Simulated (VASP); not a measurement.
Here is a VASP 6.6.1 calculation.

The input INCAR:

```
PREC = Accurate
ENCUT = 520
EDIFF = 1E-7
ISMEAR = 0
SIGMA = 0.05
LREAL = F
LASPH = T
NELM = 60
ALGO = Normal
ISIF = 2
LWAVE = F
LCHARG = F
GGA = PE
NBANDS = 45
```

KPOINTS

```
regular mesh
0
Gamma
  6 6 6
```

POSCAR

```
LiNbO3
1.0
    2.6115267350      1.5077656635      4.3685666666
   -2.6115267350      1.5077656635      4.3685666666
    0.0000000000     -3.0155313269      4.3685666667
Li Nb O
2 2 6
Direct
    0.2500000000      0.2500000000      0.2500000000
    0.7500000000      0.7500000000      0.7500000000
    0.0000000000      0.0000000000      0.0000000000
    0.5000000000      0.5000000000      0.5000000000
    0.1303353734      0.3696646266      0.7500000000
    0.7500000000      0.1303353734      0.3696646266
    0.3696646266      0.7500000000      0.1303353734
    0.8696646266      0.6303353734      0.2500000000
    0.2500000000      0.8696646266      0.6303353734
    0.6303353734      0.2500000000      0.8696646266
```

Potentials or basis: VASP PAW PBE potentials, release 64 (Li_sv, Nb_sv, O).

Launch:

```bash
$ cat potpaw_PBE.64/Li_sv/POTCAR potpaw_PBE.64/Nb_sv/POTCAR potpaw_PBE.64/O/POTCAR > POTCAR
$ mpirun -np 1 vasp_std > vasp.out
```

Problem. Estimate the largest force.

Solution. 0.302 eV/Å.

Problem. What does it give for the band gap on the k mesh?

Solution. 2.62 eV (least direct gap 2.67 eV).

Forces on the atoms (eV/Å):
```
Li   0.000  0.000  0.000
Li   0.000  0.000  0.000
Nb   0.000  0.000  0.000
Nb   0.000  0.000  0.000
O   -0.302  0.000  0.000
O    0.151 -0.262  0.000
O    0.151  0.262  0.000
O    0.302  0.000  0.000
O   -0.151  0.262  0.000
O   -0.151 -0.262  0.000
```

 A k mesh can miss the band edges.
